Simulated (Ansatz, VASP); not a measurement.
## Two plane-wave programs on MgC2

INCAR

```
  ALGO = Normal
  EDIFF = 1E-6
  ENCUT = 520
  GGA = PE
  ISIF = 2
  ISMEAR = -1
  LASPH = T
  LCHARG = T
  LELF = T
  LREAL = F
  LVHAR = T
  LWAVE = F
  NBANDS = 19
  NELM = 100
  PREC = Accurate
  SIGMA = 0.05
```

File KPOINTS:

```
k-points
0
Gamma
  5 5 5
```

Contents of POSCAR:

```
MgC2
1.0
    3.9507770000      0.0000000000      0.0000000000
    0.0000000000      3.9507770000      0.0000000000
    0.0000000000      0.0000000000      4.7876054400
Mg C
2 4
Direct
    0.0000000000      0.0000000000      0.5000000000
    0.5000000000      0.5000000000      0.0000000000
    0.3876550000      0.6123450000      0.5000000000
    0.1123450000      0.1123450000      0.0000000000
    0.6123450000      0.3876550000      0.5000000000
    0.8876550000      0.8876550000      0.0000000000
```

File input.yaml:

```yaml
crystal:
  lattice:
    - [3.950777, 0.0, 0.0]
    - [0.0, 3.950777, 0.0]
    - [0.0, 0.0, 4.78760544]
  atoms:
    - { symbol: Mg, position: [0.0, 0.0, 0.5] }
    - { symbol: Mg, position: [0.5, 0.5, 0.0] }
    - { symbol: C, position: [0.387655, 0.612345, 0.5] }
    - { symbol: C, position: [0.112345, 0.112345, 0.0] }
    - { symbol: C, position: [0.612345, 0.387655, 0.5] }
    - { symbol: C, position: [0.887655, 0.887655, 0.0] }
hamiltonian:
  xc: pbe
  pseudopotentials: { kind: paw }
kpoints:
  mp_grid: { grid: [5, 5, 5] }
scf:
  occupations: { method: fermi_dirac, width: 0.05 }
output:
  forces: true
  stress: true
  eigenvalues: true
  write_density: true
  write_potential: true
  elf: true
  volumetric_format: npy
```

Alike in both runs: task single point; functional PBE; k mesh 5 × 5 × 5; occupations fermi-dirac, width 0.05 eV; no spin polarisation.

```csv
,VASP,Ansatz
version,VASP 6.6.1,Ansatz 0.2.0
potentials or method,"VASP PAW PBE potentials, release 64 (Mg, C)",Ansatz PAW
plane-wave cutoff (eV),520,420
valence electrons in the cell,20,36
```

```csv
,VASP,Ansatz,Ansatz less VASP
gap on the k mesh at the Fermi level (eV),2.44,2.45,+0.001
least direct gap on the mesh (eV),2.77,2.77,-0.004
pressure (GPa),2.2,2.3,+0.05
"traceless stress, the component that is largest in VASP (GPa)",2.49,2.71,+0.225
rms of the force components (eV/Å),0.035,0.097,+0.0623
```

Atom by atom the forces differ by 0.062 eV/Å (rms over components). VASP's potentials hold 20 valence electrons a cell and Ansatz's 36, so a difference there can come from the potentials and not from the codes.

Noted on Ansatz's run: odd divisions of the mesh miss points on the zone boundary, where band edges often lie, so the gap on the mesh can be too wide.
